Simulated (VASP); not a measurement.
Here is a VASP 6.6.1 calculation.

The input INCAR:

```
SYSTEM = TiTe2
PREC = Accurate
ENCUT = 520
EDIFF = 1E-7
ISMEAR = -1
SIGMA = 0.05
LREAL = .False.
LASPH = .True.
NELM = 80
ALGO = Normal
ISIF = 2
LWAVE = .False.
LCHARG = .False.
GGA = PE
IVDW = 13
NBANDS = 19
```

File KPOINTS:

```
regular mesh
0
Gamma
  8 8 4
  0 0 0
```

POSCAR

```
TiTe2
1.0
    3.7283159489      0.0000000000      0.0000000000
   -1.8641579745      3.2288163251      0.0000000000
    0.0000000000      0.0000000000      6.4078613354
Te Ti
2 1
Direct
    0.3333333333      0.6666666667      0.7317530187
    0.6666666667      0.3333333333      0.2682469813
    0.0000000000      0.0000000000      0.0000000000
```

Potentials or basis: VASP PAW PBE potentials, release 64 (Te, Ti_sv).

The run is started by

```console
$ cat potpaw_PBE.64/Te/POTCAR potpaw_PBE.64/Ti_sv/POTCAR > POTCAR
$ mpirun -np 1 vasp_std > vasp.out
```

**Question.** What does it give for the band gap on the k mesh?

**Answer.** Zero (bands 12 and 13 overlap by 0.77 eV).

**Question.** What does it give for the largest force?

**Answer.** 0.011 eV/Å.

**Question.** Estimate the dispersion energy per atom.

**Answer.** -0.434 eV.

Forces in eV/Å, atoms in the order of the input:
```
Te   0.000  0.000 -0.011
Te   0.000  0.000  0.011
Ti   0.000  0.000  0.000
```

Caveat: spin-orbit coupling is left out, which moves the levels of the heavy elements.
